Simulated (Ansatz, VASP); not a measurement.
La in VASP and in Ansatz

```
La
1.0
     3.73450    0.00000    0.00000
    -1.86725    3.23417    0.00000
     0.00000    0.00000   11.71084
La
4
Direct
  0.00000 0.00000 0.00000
  0.00000 0.00000 0.50000
  0.33333 0.66667 0.25000
  0.66667 0.33333 0.75000
```

Alike in both runs: task single point; functional PBEsol; k mesh 12 × 12 × 4; occupations gaussian, width 0.15 eV; no spin polarisation.

|  | VASP | Ansatz |
| --- | --- | --- |
| version | VASP 6.6.1 | Ansatz 0.2.0 |
| potentials or method | VASP PAW PBE potentials, release 64 (La), cutoff 520 eV | scalar-relativistic, plane waves, PAW |
| valence electrons in the cell | 44 | 44 |

```tsv
	VASP	Ansatz	Ansatz less VASP
gap on the k mesh at the Fermi level (eV)	none	none	-
pressure (GPa)	-0.9	-1.0	-0.07
traceless stress, the component that is largest in VASP (GPa)	0.83	0.83	-0.002
```

VASP's potentials were made for PBE, not for PBEsol. A gap of «none» marks a metal or a gap that the smearing closes. With one functional, cell and mesh, what is left measures potentials, basis and numerics.

Neither program's run includes spin-orbit coupling.
